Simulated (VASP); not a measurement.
# Bi (Im-3m) in VASP: notebook

Runs on Bi. Level: PBE. Tasks: single point.

Everything below comes from runs of VASP 6.6.1. Logs are shortened: lines on timing, memory, paths and dates and some standing lists are left out, and cuts for length are marked.

## (1) The cell of the first run

Symmetry: Im-3m, No. 229, cubic system. The conventional cell has a = 3.986 Å, b = 3.986 Å, c = 3.986 Å, α = 90.00°, β = 90.00°, γ = 90.00°. Bi (site symmetry m-3m) has 14 Bi at 3.45 to 3.99 Å within 4.5 Å.

## (2) Single point, PBE

Input file INCAR:

```
SYSTEM = Bi
PREC = Accurate ; ENCUT = 520
EDIFF = 1E-6 ; ISMEAR = 0
SIGMA = 0.05 ; LREAL = .FALSE.
LASPH = .TRUE. ; NELM = 80
ALGO = Fast ; ISIF = 2
LWAVE = .FALSE. ; LCHARG = .FALSE.
GGA = PE ; NBANDS = 14
```

Input file KPOINTS:

```
regular mesh
0
G
  6 6 6
  0 0 0
```

Input file POSCAR:

```
Bi
1.0
   -1.9929197537      1.9929197537      1.9929197537
    1.9929197537     -1.9929197537      1.9929197537
    1.9929197537      1.9929197537     -1.9929197537
Bi
1
Direct
    0.0000000000      0.0000000000      0.0000000000
```

Potentials or basis: VASP PAW PBE potentials, release 64 (Bi_d).

The run is started by

```sh
$ cat potpaw_PBE.64/Bi_d/POTCAR > POTCAR
$ mpirun -np 1 vasp_std > vasp.out
```

OUTCAR:

```text
SYSTEM = Bi
   PREC = Accurate
   ENCUT = 520
   EDIFF = 1E-6
   ISMEAR = 0
   LREAL = .FALSE.
   LASPH = .TRUE.
   NELM = 80
   ISIF = 2
   GGA = PE

 ion  position               nearest neighbor table
   1  0.000  0.000  0.000-

  LATTYP: Found a body centered cubic cell.
 ALAT       =     3.9858395074

  Lattice vectors:

 A1 = (  -1.9929197537,   1.9929197537,   1.9929197537)
 A2 = (   1.9929197537,  -1.9929197537,   1.9929197537)
 A3 = (   1.9929197537,   1.9929197537,  -1.9929197537)

Analysis of symmetry for initial positions (statically):
=====================================================================
 Subroutine PRICEL returns:
 Original cell was already a primitive cell.

 Routine SETGRP: Setting up the symmetry group for a
 body centered cubic supercell.

 Subroutine GETGRP returns: Found 48 space group operations
 (whereof 48 operations were pure point group operations)
 out of a pool of 48 trial point group operations.

The static configuration has the point symmetry O_h .

Analysis of symmetry for dynamics (positions and initial velocities):
=====================================================================
 Subroutine PRICEL returns:
 Original cell was already a primitive cell.

 Routine SETGRP: Setting up the symmetry group for a
 body centered cubic supercell.

 Subroutine GETGRP returns: Found 48 space group operations
 (whereof 48 operations were pure point group operations)
 out of a pool of 48 trial point group operations.

The dynamic configuration has the point symmetry O_h .

 Subroutine INISYM returns: Found 48 space group operations
 (whereof 48 operations are pure point group operations),
 and found     1 'primitive' translations

----------------------------------------------------------------------------------------

                                     Primitive cell

  volume of cell :      31.6613

  direct lattice vectors                    reciprocal lattice vectors
    -1.992919754  1.992919754  1.992919754     0.000000000  0.250888175  0.250888175
     1.992919754 -1.992919754  1.992919754     0.250888175  0.000000000  0.250888175
     1.992919754  1.992919754 -1.992919754     0.250888175  0.250888175  0.000000000

  length of vectors
     3.451838269  3.451838269  3.451838269     0.354809460  0.354809460  0.354809460

  position of ions in fractional coordinates (direct lattice)
     0.000000000  0.000000000  0.000000000

  ion indices of the primitive-cell ions
   primitive index   ion index
                 1           1

----------------------------------------------------------------------------------------

 KPOINTS: regular mesh

Automatic generation of k-mesh.
 Grid dimensions read from file:
 generate k-points for:    6    6    6

 Generating k-lattice:

  Cartesian coordinates                     Fractional coordinates (reciprocal lattice)
     0.000000000  0.041814696  0.041814696     0.166666667  0.000000000  0.000000000
     0.041814696  0.000000000  0.041814696     0.000000000  0.166666667  0.000000000
     0.041814696  0.041814696  0.000000000     0.000000000  0.000000000  0.166666667

  Length of vectors
     0.059134910  0.059134910  0.059134910

  Shift w.r.t. Gamma in fractional coordinates (k-lattice)
     0.000000000  0.000000000  0.000000000

 Subroutine IBZKPT returns following result:
 ===========================================

 Found     16 irreducible k-points:

 Following reciprocal coordinates:
            Coordinates               Weight
  0.000000  0.000000  0.000000      1.000000
  0.166667  0.000000  0.000000     12.000000
  0.333333  0.000000  0.000000     12.000000
  0.500000  0.000000  0.000000      6.000000
  0.166667  0.166667  0.000000     24.000000
  0.333333  0.166667  0.000000     48.000000
[... 8 lines left out ...]
  0.500000  0.500000  0.333333     12.000000
  0.500000  0.500000  0.500000      1.000000
   k-points           NKPTS =     16   k-points in BZ     NKDIM =     16   number of bands    NBANDS=     14
   number of dos      NEDOS =    301   number of ions     NIONS =      1
   total plane-waves  NPLWV =  21952
   dimension x,y,z NGX =    28 NGY =   28 NGZ =   28
   dimension x,y,z NGXF=    56 NGYF=   56 NGZF=   56
   ions per type =               1
   NGX,Y,Z   is equivalent  to a cutoff of  13.49, 13.49, 13.49 a.u.
   NGXF,Y,Z  is equivalent  to a cutoff of  26.97, 26.97, 26.97 a.u.
 SYSTEM =  Bi
   PREC   = accura    normal or accurate (medium, high low for compatibility)
   ISTART =      0    job   : 0-new  1-cont  2-samecut
   ICHARG =      2    charge: 1-file 2-atom 10-const
   ISPIN  =      1    spin polarized calculation?
   LNONCOLLINEAR =      F non collinear calculations
   LSORBIT =      F    spin-orbit coupling
   LASPH  =      T    aspherical Exc in radial PAW
   ENCUT  =  520.0 eV  38.22 Ry    6.18 a.u.   6.42  6.42  6.42*2*pi/ulx,y,z
   NELM   =     80;   NELMIN=  2; NELMDL= -5     # of ELM steps
   EDIFF  = 0.1E-05   stopping-criterion for ELM
   LREAL  =      F    real-space projection
   EDIFFG = 0.1E-04   stopping-criterion for IOM
   NSW    =      0    number of steps for IOM
   IBRION =     -1    ionic relax: 0-MD 1-quasi-New 2-CG
   NFREE  =      0    steps in history (QN), initial steepest desc. (CG)
   ISIF   =      2    stress and relaxation
   ISYM   =      2    0-nonsym 1-usesym 2-fastsym
   POTIM  = 0.5000    time-step for ionic-motion
   TEBEG  =    0.0;   TEEND  =   0.0 temperature during run
   PSTRESS=    0.0 pullay stress
   NELECT =      15.0000    total number of electrons
   NUPDOWN=      -1.0000    fix difference up-down
   EMIN   =  10.00;   EMAX   =-10.00  energy-range for DOS
   EFERMI =   0.00;   METHOD = LEGACY
   ISMEAR =     0;   SIGMA  =   0.05  broadening in eV -4-tet -1-fermi 0-gaus
   EFERMI_NEDOS =   21; number of points for ismear=-14 and -15
   IALGO  =     68    algorithm
   IMIX   =      4    mixing-type and parameters
     AMIX     =   0.40;   BMIX     =  1.00
     AMIX_MAG =   1.60;   BMIX_MAG =  1.00
  volume/ion in A,a.u.               =      31.66       213.66
  Fermi-wavevector in a.u.,A,eV,Ry     =   1.276229  2.411724 22.160648  1.628762
  Thomas-Fermi vector in A             =   2.408897
   LORBIT       =      0    0 simple, 1 ext, 2 COOP (PROOUT), +10 PAW based schemes
   GGA     = PE    functional components
   LHFCALC =     F    Hartree Fock is set to
   AEXX    =    0.0000 exact exchange contribution
   IVDW    =     0    specifies the selected vdW correction
   LEPSILON=     F    determine dielectric tensor
   LRPA    =     F    only Hartree local field effects (RPA)
 non-spin polarized calculation
 RMM-DIIS sequential band-by-band and
 Gauss-broadening in eV      SIGMA  =   0.05
  energy-cutoff  :      520.00
  volume of cell :       31.66
 maximum number of plane-waves:       887
 NGX is ok and might be reduce to    28
   NGX = 13   NGY = 13   NGZ = 13

 number of electron      14.9999999 magnetization

 Free energy of the ion-electron system (eV)
  ---------------------------------------------------
  ext. energy  EPLUGINS =         0.00000000
  ---------------------------------------------------
  free energy    TOTEN  =        -3.73359114 eV

  energy without entropy =       -3.72748652  energy(sigma->0) =       -3.73053883

 E-fermi :   7.3797     XC(G=0): -10.2085

 val. band max:        7.3695838068   @ k =   0.3333   0.1667   0.1667
 cond. band min:       7.8499212799   @ k =   0.1667   0.1667   0.1667
 fundamental gap:      0.4803374732
 Fermi energy:         7.3797414986

 k-point     1 :       0.0000    0.0000    0.0000
  band No.  band energies     occupation
      1     -15.3157      2.00000
      2     -15.3157      2.00000
      3     -15.3157      2.00000
      4     -15.1948      2.00000
      5     -15.1948      2.00000
      6      -5.6957      2.00000
      7      12.7023      0.00000
      8      12.7023      0.00000
      9      12.7023      0.00000
     10      16.6165      0.00000
     11      18.1766      0.00000
     12      18.1766      0.00000
     13      18.1766      0.00000
     14      19.2760      0.00000

 k-point     2 :       0.1667    0.0000    0.0000
  band No.  band energies     occupation
      1     -15.3250      2.00000
      2     -15.3005      2.00000
      3     -15.2666      2.00000
      4     -15.2047      2.00000
      5     -15.1966      2.00000
      6      -5.2052      2.00000
      7       9.1989      0.00000
      8      11.4993      0.00000
      9      12.2887      0.00000
     10      15.6677      0.00000
     11      16.7022      0.00000
     12      17.8887      0.00000
     13      18.9761      0.00000
     14      21.1120      0.00000

 k-point     3 :       0.3333    0.0000    0.0000
  band No.  band energies     occupation
      1     -15.3435      2.00000
      2     -15.2874      2.00000
      3     -15.2095      2.00000
      4     -15.2002      2.00000
      5     -15.1667      2.00000
      6      -3.8611      2.00000
      7       4.9016      2.00000
      8       9.8809      0.00000
      9      11.4824      0.00000
     10      14.1014      0.00000
     11      15.5918      0.00000
     12      18.8448      0.00000
     13      20.3131      0.00000
     14      24.5380      0.00000
[... 188 lines left out ...]
 k-point    15 :       0.5000    0.5000    0.3333
  band No.  band energies     occupation
      1     -15.3049      2.00000
      2     -15.2950      2.00000
      3     -15.1900      2.00000
      4     -15.1625      2.00000
      5     -15.1296      2.00000
      6      -1.3919      2.00000
      7       4.7550      2.00000
      8       6.5352      2.00000
      9       7.0556      2.00000
     10      12.4187      0.00000
     11      13.3357      0.00000
     12      20.9493      0.00000
     13      21.2711      0.00000
     14      24.5278      0.00000

 k-point    16 :       0.5000    0.5000    0.5000
  band No.  band energies     occupation
      1     -15.3252      2.00000
      2     -15.3252      2.00000
      3     -15.1342      2.00000
      4     -15.1342      2.00000
      5     -15.1342      2.00000
      6      -0.7110      2.00000
      7       5.9407      2.00000
      8       5.9407      2.00000
      9       5.9407      2.00000
     10      11.2536      0.00000
     11      11.2536      0.00000
     12      23.0030      0.00000
     13      25.1702      0.00000
     14      25.1702      0.00000

------------------------ aborting loop because EDIFF is reached ----------------------------------------

  FORCE on cell =-STRESS in cart. coord.  units (eV):
  Direction    XX          YY          ZZ          XY          YZ          ZX
  --------------------------------------------------------------------------------------
  -------------------------------------------------------------------------------------
  Total        0.0095457      0.0095457      0.0095457      0.0000000      0.0000000      0.0000000
  in kB        0.4830449      0.4830449      0.4830449      0.0000000      0.0000000      0.0000000
  external PRESSURE =       0.4830449 kB  Pullay stress =       0.0000000 kB

 VOLUME and BASIS-vectors are now :
 -----------------------------------------------------------------------------
  energy-cutoff  :      520.00
  volume of cell :       31.66
      direct lattice vectors                 reciprocal lattice vectors
    -1.992919754  1.992919754  1.992919754     0.000000000  0.250888175  0.250888175
     1.992919754 -1.992919754  1.992919754     0.250888175  0.000000000  0.250888175
     1.992919754  1.992919754 -1.992919754     0.250888175  0.250888175  0.000000000

 POSITION                                       TOTAL-FORCE (eV/Angst)
 -----------------------------------------------------------------------------------
      0.00000      0.00000      0.00000        -0.000000     -0.000000      0.000000
 -----------------------------------------------------------------------------------
    total drift:                                0.000000     -0.000000      0.000000

  FREE ENERGIE OF THE ION-ELECTRON SYSTEM (eV)
  ---------------------------------------------------
  free  energy   TOTEN  =        -3.7335911448 eV

  energy  without entropy=       -3.7274865187  energy(sigma->0) =       -3.73053883
```

Wall time 24 s (1 thread of AMD EPYC 7R13, shared host); peak memory 0.12 GiB.

Results:

```
Free energy : -3.7336 eV
Pressure    : 0.0 GPa
```

Caveat: the k points lie up to 0.37 Å⁻¹ apart; spin-orbit coupling is left out, which moves the levels of the heavy elements.

[end of part 1 of 2]
